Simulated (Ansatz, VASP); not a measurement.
# CaO in VASP and in Ansatz

```
Ca O
1.0
     0.00000    2.39755    2.39755
     2.39755    0.00000    2.39755
     2.39755    2.39755    0.00000
Ca O
1 1
Direct
  0.00000 0.00000 0.00000
  0.50000 0.50000 0.50000
```

Alike in both runs: task single point; functional r2SCAN; k mesh 10 × 10 × 10; no spin polarisation.

```csv
,VASP,Ansatz
version,VASP 6.6.1,Ansatz 0.2.0
potentials or method,"VASP PAW PBE potentials, release 64 (Ca_sv, O_h)","plane waves, PAW"
plane-wave cutoff (eV),910,500
occupations,"gaussian, width 0.01 eV",fixed
valence electrons in the cell,16,16
```

VASP gave:

| Property | Result |
| --- | --- |
| gap on the k mesh at the Fermi level (eV) | 4.19 |

Question: Estimate Ansatz's values.

Answer: gap on the k mesh at the Fermi level (eV): 4.20.

VASP's potentials were made for PBE, not for r2SCAN.

Noted on VASP's run: the cutoff is under 1.25 times that of the potentials, so the pressure is a little rough.
